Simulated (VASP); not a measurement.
A run of VASP 6.6.1:

INCAR

```
SYSTEM = Ti4O
PREC = Accurate
ENCUT = 1000
EDIFF = 1E-6
ISMEAR = 0
SIGMA = 0.1
LREAL = .False.
LASPH = .True.
NELM = 120
ALGO = Normal
ISIF = 2
LWAVE = .False.
LCHARG = .True.
LDIPOL = .True.
IDIPOL = 3
DIPOL = 0.5 0.5 0.345
GGA = PE
LELF = .True.
LVHAR = .True.
LVACPOTAV = .True.
NBANDS = 35
GGA_COMPAT = .False.
NELMDL = -8
```

File KPOINTS:

```
Automatic mesh
0
Gamma
  9 7 1
  0 0 0
```

Contents of POSCAR:

```
Ti4O
1.0
    2.9075446938      0.0000000000      0.0000000000
    0.0000000000      4.1118891392      0.0000000000
    0.0000000000      0.0000000000     19.6535692687
Ti O
4 1
Direct
    0.5000000000      0.5000000000      0.2035253722
    0.0000000000      0.0000000000      0.2774952616
    0.5000000000      0.5000000000      0.3439484703
    0.0000000000      0.0000000000      0.4148645550
    0.0000000000      0.2000000000      0.4865452717
```

Potentials or basis: VASP PAW PBE potentials, release 64 (Ti_sv, O_h).

Run with:

```bash
$ cat potpaw_PBE.64/Ti_sv/POTCAR potpaw_PBE.64/O_h/POTCAR > POTCAR
$ mpirun -np 1 vasp_std > vasp.out
```

Hardware: 1 thread of Intel(R) Xeon(R) Platinum 8375C CPU @ 2.90GHz (Ice Lake), with other jobs on the host.

Question: Estimate the wall time of this run.

Answer: Wall time 20 min on 1 thread of Intel(R) Xeon(R) Platinum 8375C CPU @ 2.90GHz (Ice Lake) (shared host), peak memory 0.78 GiB. Counts: scf iterations 35, k points 20.
